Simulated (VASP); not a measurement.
# KBr (Fm-3m) in VASP: further runs

KBr is run at these levels: PBEsol, LDA, r2SCAN; tasks: single point.

Program: VASP 6.6.1. These are calculated values, not measurements. Logs are shortened: lines on timing, memory, paths and dates and some standing lists are left out, and cuts for length are marked.

### 1 The cell of the first run

Symmetry: Fm-3m, No. 225, cubic system. Conventional cell: a = 6.585 Å, b = 6.585 Å, c = 6.585 Å, α = 90.00°, β = 90.00°, γ = 90.00°. Within 4.3 Å of K (site symmetry m-3m) lie 6 Br at 3.29 Å. Within 4.3 Å of Br (site symmetry m-3m) lie 6 K at 3.29 Å.

### 2 Single point, PBEsol

The input, INCAR:

```
SYSTEM = KBr
ALGO = Normal
EDIFF = 1E-6
ENCUT = 500
GGA = PS
GGA_COMPAT = .False.
ISIF = 2
ISMEAR = -1
LASPH = .True.
LCHARG = .False.
LREAL = .False.
LWAVE = .False.
NBANDS = 15
NELM = 120
PREC = Accurate
SIGMA = 0.01
```

The input, KPOINTS:

```
k-points
0
Gamma
  7 7 7
  0 0 0
```

The input, POSCAR:

```
KBr
1.0
    0.0000000000      3.2925000000      3.2925000000
    3.2925000000      0.0000000000      3.2925000000
    3.2925000000      3.2925000000      0.0000000000
K Br
1 1
Direct
    0.0000000000      0.0000000000      0.0000000000
    0.5000000000      0.5000000000      0.5000000000
```

Potentials or basis: VASP PAW PBE potentials, release 64 (K_sv, Br).

Run with:

```bash
$ cat potpaw_PBE.64/K_sv/POTCAR potpaw_PBE.64/Br/POTCAR > POTCAR
$ mpirun -np 1 vasp_std > vasp.out
```

OUTCAR:

```text
SYSTEM = KBr
   EDIFF = 1E-6
   ENCUT = 500
   GGA = PS
   ISIF = 2
   ISMEAR = -1
   LASPH = .True.
   LREAL = .False.
   NELM = 120
   PREC = Accurate

 ion  position               nearest neighbor table
   1  0.000  0.000  0.000-   2 3.29   2 3.29   2 3.29   2 3.29   2 3.29   2 3.29
   2  0.500  0.500  0.500-   1 3.29   1 3.29   1 3.29   1 3.29   1 3.29   1 3.29

  LATTYP: Found a face centered cubic cell.
 ALAT       =     6.5850000000

  Lattice vectors:

 A1 = (   0.0000000000,   3.2925000000,   3.2925000000)
 A2 = (   3.2925000000,   0.0000000000,   3.2925000000)
 A3 = (   3.2925000000,   3.2925000000,   0.0000000000)

Analysis of symmetry for initial positions (statically):
=====================================================================
 Subroutine PRICEL returns:
 Original cell was already a primitive cell.

 Routine SETGRP: Setting up the symmetry group for a
 face centered cubic supercell.

 Subroutine GETGRP returns: Found 48 space group operations
 (whereof 48 operations were pure point group operations)
 out of a pool of 48 trial point group operations.

The static configuration has the point symmetry O_h .

Analysis of symmetry for dynamics (positions and initial velocities):
=====================================================================
 Subroutine PRICEL returns:
 Original cell was already a primitive cell.

 Routine SETGRP: Setting up the symmetry group for a
 face centered cubic supercell.

 Subroutine GETGRP returns: Found 48 space group operations
 (whereof 48 operations were pure point group operations)
 out of a pool of 48 trial point group operations.

The dynamic configuration has the point symmetry O_h .

 Subroutine INISYM returns: Found 48 space group operations
 (whereof 48 operations are pure point group operations),
 and found     1 'primitive' translations

----------------------------------------------------------------------------------------

                                     Primitive cell

  volume of cell :      71.3851

  direct lattice vectors                    reciprocal lattice vectors
     0.000000000  3.292500000  3.292500000    -0.151860289  0.151860289  0.151860289
     3.292500000  0.000000000  3.292500000     0.151860289 -0.151860289  0.151860289
     3.292500000  3.292500000  0.000000000     0.151860289  0.151860289 -0.151860289

  length of vectors
     4.656298154  4.656298154  4.656298154     0.263029735  0.263029735  0.263029735

  position of ions in fractional coordinates (direct lattice)
     0.000000000  0.000000000  0.000000000
     0.500000000  0.500000000  0.500000000

  ion indices of the primitive-cell ions
   primitive index   ion index
                 1           1
                 2           2

----------------------------------------------------------------------------------------

 KPOINTS: k-points

Automatic generation of k-mesh.
 Grid dimensions read from file:
 generate k-points for:    7    7    7

 Generating k-lattice:

  Cartesian coordinates                     Fractional coordinates (reciprocal lattice)
    -0.021694327  0.021694327  0.021694327     0.142857143  0.000000000  0.000000000
     0.021694327 -0.021694327  0.021694327     0.000000000  0.142857143  0.000000000
     0.021694327  0.021694327 -0.021694327     0.000000000  0.000000000  0.142857143

  Length of vectors
     0.037575676  0.037575676  0.037575676

  Shift w.r.t. Gamma in fractional coordinates (k-lattice)
     0.000000000  0.000000000  0.000000000

 Subroutine IBZKPT returns following result:
 ===========================================

 Found     20 irreducible k-points:

 Following reciprocal coordinates:
            Coordinates               Weight
  0.000000  0.000000  0.000000      1.000000
  0.142857  0.000000  0.000000      8.000000
  0.285714  0.000000  0.000000      8.000000
  0.428571  0.000000  0.000000      8.000000
  0.142857  0.142857  0.000000      6.000000
  0.285714  0.142857  0.000000     24.000000
[... 12 lines left out ...]
 -0.428571  0.428571  0.142857     24.000000
 -0.285714  0.428571  0.142857     24.000000
   k-points           NKPTS =     20   k-points in BZ     NKDIM =     20   number of bands    NBANDS=     15
   number of dos      NEDOS =    301   number of ions     NIONS =      2
   total plane-waves  NPLWV =  46656
   dimension x,y,z NGX =    36 NGY =   36 NGZ =   36
   dimension x,y,z NGXF=    72 NGYF=   72 NGZF=   72
   ions per type =               1   1
   NGX,Y,Z   is equivalent  to a cutoff of  12.85, 12.85, 12.85 a.u.
   NGXF,Y,Z  is equivalent  to a cutoff of  25.71, 25.71, 25.71 a.u.
 SYSTEM =  KBr
   PREC   = accura    normal or accurate (medium, high low for compatibility)
   ISTART =      0    job   : 0-new  1-cont  2-samecut
   ICHARG =      2    charge: 1-file 2-atom 10-const
   ISPIN  =      1    spin polarized calculation?
   LNONCOLLINEAR =      F non collinear calculations
   LSORBIT =      F    spin-orbit coupling
   LASPH  =      T    aspherical Exc in radial PAW
   ENCUT  =  500.0 eV  36.75 Ry    6.06 a.u.   8.49  8.49  8.49*2*pi/ulx,y,z
   NELM   =    120;   NELMIN=  2; NELMDL= -5     # of ELM steps
   EDIFF  = 0.1E-05   stopping-criterion for ELM
   LREAL  =      F    real-space projection
   EDIFFG = 0.1E-04   stopping-criterion for IOM
   NSW    =      0    number of steps for IOM
   IBRION =     -1    ionic relax: 0-MD 1-quasi-New 2-CG
   NFREE  =      0    steps in history (QN), initial steepest desc. (CG)
   ISIF   =      2    stress and relaxation
   ISYM   =      2    0-nonsym 1-usesym 2-fastsym
   POTIM  = 0.5000    time-step for ionic-motion
   TEBEG  =    0.0;   TEEND  =   0.0 temperature during run
   PSTRESS=    0.0 pullay stress
   NELECT =      16.0000    total number of electrons
   NUPDOWN=      -1.0000    fix difference up-down
   EMIN   =  10.00;   EMAX   =-10.00  energy-range for DOS
   EFERMI =   0.00;   METHOD = LEGACY
   ISMEAR =    -1;   SIGMA  =   0.01  broadening in eV -4-tet -1-fermi 0-gaus
   EFERMI_NEDOS =   21; number of points for ismear=-14 and -15
   IALGO  =     38    algorithm
   IMIX   =      4    mixing-type and parameters
     AMIX     =   0.40;   BMIX     =  1.00
     AMIX_MAG =   1.60;   BMIX_MAG =  1.00
  volume/ion in A,a.u.               =      35.69       240.87
  Fermi-wavevector in a.u.,A,eV,Ry     =   0.994441  1.879221 13.454978  0.988913
  Thomas-Fermi vector in A             =   2.126392
   LORBIT       =      0    0 simple, 1 ext, 2 COOP (PROOUT), +10 PAW based schemes
   GGA     = PS    functional components
   LHFCALC =     F    Hartree Fock is set to
   AEXX    =    0.0000 exact exchange contribution
   IVDW    =     0    specifies the selected vdW correction
   LEPSILON=     F    determine dielectric tensor
   LRPA    =     F    only Hartree local field effects (RPA)
 non-spin polarized calculation
  energy-cutoff  :      500.00
  volume of cell :       71.39
 maximum number of plane-waves:      1837
 NGX is ok and might be reduce to    36
   NGX = 17   NGY = 17   NGZ = 17

 number of electron      15.9999998 magnetization

 Free energy of the ion-electron system (eV)
  ---------------------------------------------------
  ext. energy  EPLUGINS =         0.00000000
  ---------------------------------------------------
  free energy    TOTEN  =        -6.45942809 eV

  energy without entropy =       -6.45942809  energy(sigma->0) =       -6.45942809

 E-fermi :  -1.4947     XC(G=0):  -7.5742

 val. band max:       -1.7997463926   @ k =   0.0000   0.0000   0.0000
 cond. band min:       2.4955572601   @ k =   0.0000   0.0000   0.0000
 fundamental gap:      4.2953036528
 Fermi energy:        -1.4947344678

 k-point     1 :       0.0000    0.0000    0.0000
  band No.  band energies     occupation
      1     -29.3976      2.00000
      2     -14.1146      2.00000
      3     -12.9407      2.00000
      4     -12.9407      2.00000
      5     -12.9407      2.00000
      6      -1.7997      2.00000
      7      -1.7997      2.00000
      8      -1.7997      2.00000
      9       2.4956      0.00000
     10       5.7294      0.00000
     11       5.7294      0.00000
     12       5.7294      0.00000
     13       6.5723      0.00000
     14       6.5723      0.00000
     15       9.6078      0.00000

 k-point     2 :       0.1429    0.0000    0.0000
  band No.  band energies     occupation
      1     -29.3964      2.00000
      2     -14.1496      2.00000
      3     -12.9418      2.00000
      4     -12.9418      2.00000
      5     -12.8922      2.00000
      6      -2.0955      2.00000
      7      -1.8696      2.00000
      8      -1.8696      2.00000
      9       3.0066      0.00000
     10       5.5948      0.00000
     11       5.9737      0.00000
     12       5.9737      0.00000
     13       6.8420      0.00000
     14       6.8420      0.00000
     15      10.3453      0.00000

 k-point     3 :       0.2857    0.0000    0.0000
  band No.  band energies     occupation
      1     -29.3939      2.00000
      2     -14.2202      2.00000
      3     -12.9443      2.00000
      4     -12.9443      2.00000
      5     -12.7909      2.00000
      6      -2.6264      2.00000
      7      -2.0182      2.00000
      8      -2.0182      2.00000
      9       4.0056      0.00000
     10       5.6633      0.00000
     11       6.6437      0.00000
     12       6.6437      0.00000
     13       7.5655      0.00000
     14       7.5655      0.00000
     15      10.0776      0.00000
[... 271 lines left out ...]
 k-point    19 :      -0.4286    0.4286    0.1429
  band No.  band energies     occupation
      1     -29.3900      2.00000
      2     -14.0926      2.00000
      3     -13.0068      2.00000
      4     -12.9881      2.00000
      5     -12.8888      2.00000
      6      -2.6049      2.00000
      7      -2.2229      2.00000
      8      -2.2105      2.00000
      9       4.5426      0.00000
     10       5.7071      0.00000
     11       6.7219      0.00000
     12       7.7416      0.00000
     13       7.9582      0.00000
     14       8.8198      0.00000
     15       9.2951      0.00000

 k-point    20 :      -0.2857    0.4286    0.1429
  band No.  band energies     occupation
      1     -29.3898      2.00000
      2     -14.1180      2.00000
      3     -13.0125      2.00000
      4     -12.9871      2.00000
      5     -12.8474      2.00000
      6      -2.4984      2.00000
      7      -2.4469      2.00000
      8      -2.2327      2.00000
      9       5.1414      0.00000
     10       5.8820      0.00000
     11       6.4699      0.00000
     12       7.1933      0.00000
     13       8.6454      0.00000
     14       8.6844      0.00000
     15       9.4683      0.00000

------------------------ aborting loop because EDIFF is reached ----------------------------------------

  FORCE on cell =-STRESS in cart. coord.  units (eV):
  Direction    XX          YY          ZZ          XY          YZ          ZX
  --------------------------------------------------------------------------------------
  -------------------------------------------------------------------------------------
  Total       -0.0829740     -0.0829740     -0.0829740      0.0000000     -0.0000000     -0.0000000
  in kB       -1.8622812     -1.8622812     -1.8622812      0.0000000     -0.0000000     -0.0000000
  external PRESSURE =      -1.8622812 kB  Pullay stress =       0.0000000 kB

 VOLUME and BASIS-vectors are now :
 -----------------------------------------------------------------------------
  energy-cutoff  :      500.00
  volume of cell :       71.39
      direct lattice vectors                 reciprocal lattice vectors
     0.000000000  3.292500000  3.292500000    -0.151860289  0.151860289  0.151860289
     3.292500000  0.000000000  3.292500000     0.151860289 -0.151860289  0.151860289
     3.292500000  3.292500000  0.000000000     0.151860289  0.151860289 -0.151860289

 POSITION                                       TOTAL-FORCE (eV/Angst)
 -----------------------------------------------------------------------------------
      0.00000      0.00000      0.00000         0.000000      0.000000      0.000000
      3.29250      3.29250      3.29250        -0.000000     -0.000000     -0.000000
 -----------------------------------------------------------------------------------
    total drift:                                0.000000      0.000000      0.000000

  FREE ENERGIE OF THE ION-ELECTRON SYSTEM (eV)
  ---------------------------------------------------
  free  energy   TOTEN  =        -6.4594280871 eV

  energy  without entropy=       -6.4594280871  energy(sigma->0) =       -6.45942809
```

It took 8.8 s on 1 thread of Intel Xeon 6975P-C (Granite Rapids), shared host; peak memory 0.2 GiB.

What came out:

```yaml
Free_energy: -6.4594 eV
Pressure: -0.2 GPa
Band_gap_on_the_k_mesh: 4.30 eV
```

Caveat: the PAW data sets were made with another functional, which shifts forces and pressure a little.

### 3 Single point, LDA (37.12 Å³/atom)

This run uses another cell than the first one, of 37.12 Å³/atom.

The input, INCAR:

```
ALGO = Normal ; EDIFF = 1E-6
ENCUT = 500 ; GGA = CA
GGA_COMPAT = False ; ISIF = 2
ISMEAR = -1 ; LASPH = True
LCHARG = False ; LREAL = False
LWAVE = False ; NBANDS = 15
NELM = 120 ; PREC = Accurate
SIGMA = 0.01
```

The input, KPOINTS:

```
k-points
0
Gamma
  7 7 7
```

The input, POSCAR:

```
KBr
1.0
    0.0000000000      3.3358273371      3.3358273371
    3.3358273371      0.0000000000      3.3358273371
    3.3358273371      3.3358273371      0.0000000000
K Br
1 1
Direct
    0.0000000000      0.0000000000      0.0000000000
    0.5000000000      0.5000000000      0.5000000000
```

Potentials or basis: VASP PAW LDA potentials, release 64 (K_sv, Br).

Run with:

```bash
$ cat potpaw_LDA.64/K_sv/POTCAR potpaw_LDA.64/Br/POTCAR > POTCAR
$ mpirun -np 1 vasp_std > vasp.out
```

Wall time 6.6 s (1 thread of Intel Xeon 6975P-C (Granite Rapids), shared host); peak memory 0.17 GiB.

Results (log left out):

* Free energy: -6.7713 eV
* Pressure: -2.0 GPa
* Band gap on the k mesh: 3.96 eV

Levels at points of the mesh, in eV from the valence-band top:
```csv
k point,band 5,band 6,band 7,band 8,band 9,band 10,band 11,band 12
"(0.00, 0.00, 0.00)",-11.19,0.00,0.00,0.00,3.96,7.34,7.34,7.34
```

### 4 Single point, r2SCAN

The input, POSCAR:

```
KBr
1.0
    0.0000000000      3.2925000000      3.2925000000
    3.2925000000      0.0000000000      3.2925000000
    3.2925000000      3.2925000000      0.0000000000
K Br
1 1
Direct
    0.0000000000      0.0000000000      0.0000000000
    0.5000000000      0.5000000000      0.5000000000
```

The input, INCAR.step1:

```
  ALGO = Normal
  EDIFF = 1E-5
  ENCUT = 550
  GGA = PE
  GGA_COMPAT = False
  ISMEAR = -1
  LASPH = True
  LCHARG = False
  LREAL = False
  LWAVE = True
  NBANDS = 15
  NELM = 120
  PREC = Accurate
  SIGMA = 0.01
```

The input, INCAR.step2:

```
  ALGO = Normal
  EDIFF = 1E-6
  ENCUT = 550
  GGA_COMPAT = False
  ISIF = 2
  ISMEAR = -1
  ISTART = 1
  LASPH = True
  LCHARG = False
  LMIXTAU = True
  LREAL = False
  LWAVE = False
  METAGGA = R2SCAN
  NBANDS = 15
  NELM = 120
  PREC = Accurate
  SIGMA = 0.01
```

KPOINTS is that of step 3.

Potentials or basis: VASP PAW PBE potentials, release 64 (K_sv, Br).

Run with:

```bash
$ cat potpaw_PBE.64/K_sv/POTCAR potpaw_PBE.64/Br/POTCAR > POTCAR
$ cp INCAR.step1 INCAR
$ mpirun -np 1 vasp_std > vasp.out
$ cp INCAR.step2 INCAR
$ mpirun -np 1 vasp_std > vasp.out
```

Wall time 38 s (1 thread of Intel Xeon 6975P-C (Granite Rapids), shared host); peak memory 0.22 GiB.

Results (log left out):

| Property | Result |
| --- | --- |
| Free energy | -23.2486 eV |
| Pressure | 0.2 GPa |
| Band gap on the k mesh | 5.10 eV |

Levels at points of the mesh, in eV from the valence-band top:
| k point | band 4 | band 5 | band 6 | band 7 | band 8 | band 9 | band 10 | band 11 | band 12 | band 13 |
| --- | --- | --- | --- | --- | --- | --- | --- | --- | --- | --- |
| (0.00, 0.00, 0.00) | -11.57 | -11.57 | 0.00 | 0.00 | 0.00 | 5.10 | 8.24 | 8.24 | 8.24 | 9.22 |

Caveat: the PAW data sets were made with another functional, which shifts forces and pressure a little; an odd mesh through Γ misses points on the zone boundary, where band edges can lie.

(Continued in part 2 of 2.)
